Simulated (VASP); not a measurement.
A run of VASP 6.6.1 is set up as follows.

The input INCAR:

```
PREC = Accurate
ENCUT = 600
EDIFF = 1E-6
ISMEAR = 0
SIGMA = 0.05
LREAL = F
LASPH = T
NELM = 120
ALGO = Normal
ISIF = 2
LWAVE = F
LCHARG = T
GGA = CA
LELF = T
LVHAR = T
NBANDS = 73
GGA_COMPAT = F
```

File KPOINTS:

```
regular mesh
0
Gamma
  7 7 3
```

Contents of POSCAR:

```
BaTiO3
1.0
    2.7879170996     -1.6096046879     -2.2805008955
    0.0000000000      3.2192093758     -2.2805008955
    8.1514897771      4.7062648171      6.6685092514
Ba Ti O
3 3 9
Direct
    0.9995652465      0.9995652465      0.9421043449
    0.9995017275      0.9995017275      0.2580996702
    0.9995334870      0.9995334870      0.6001020075
    0.4906701554      0.4906701554      0.0901135847
    0.4907019149      0.4907019149      0.4321159220
    0.4907336744      0.4907336744      0.7741182594
    0.5089752786      0.0132332569      0.0838529909
    0.5090070381      0.0132650164      0.4258553283
    0.5090387976      0.0132967759      0.7678576656
    0.0132332569      0.5089752786      0.0838529909
    0.0132650164      0.5090070381      0.4258553283
    0.0132967759      0.5090387976      0.7678576656
    0.5089910231      0.5089910231      0.2533979211
    0.5090227826      0.5090227826      0.5954002584
    0.5090545421      0.5090545421      0.9374025958
```

Potentials or basis: VASP PAW LDA potentials, release 64 (Ba_sv, Ti_sv, O).

The run is started by

```console
$ cat potpaw_LDA.64/Ba_sv/POTCAR potpaw_LDA.64/Ti_sv/POTCAR potpaw_LDA.64/O/POTCAR > POTCAR
$ mpirun -np 1 vasp_std > vasp.out
```

(1) What does it give for the largest force?

(2) Estimate the band gap on the k mesh.

Results:

(1) 3.732 eV/Å.

(2) 1.99 eV (least direct gap 2.17 eV).

Caveat: the cell differs from its parent crystal (the distance across one plane changed); spin-orbit coupling is left out, which moves the levels of the heavy elements; an odd mesh through Γ misses points on the zone boundary, where band edges can lie; forces of over 1 eV/Å act on the atoms, so gaps and moduli don't describe the material at rest.
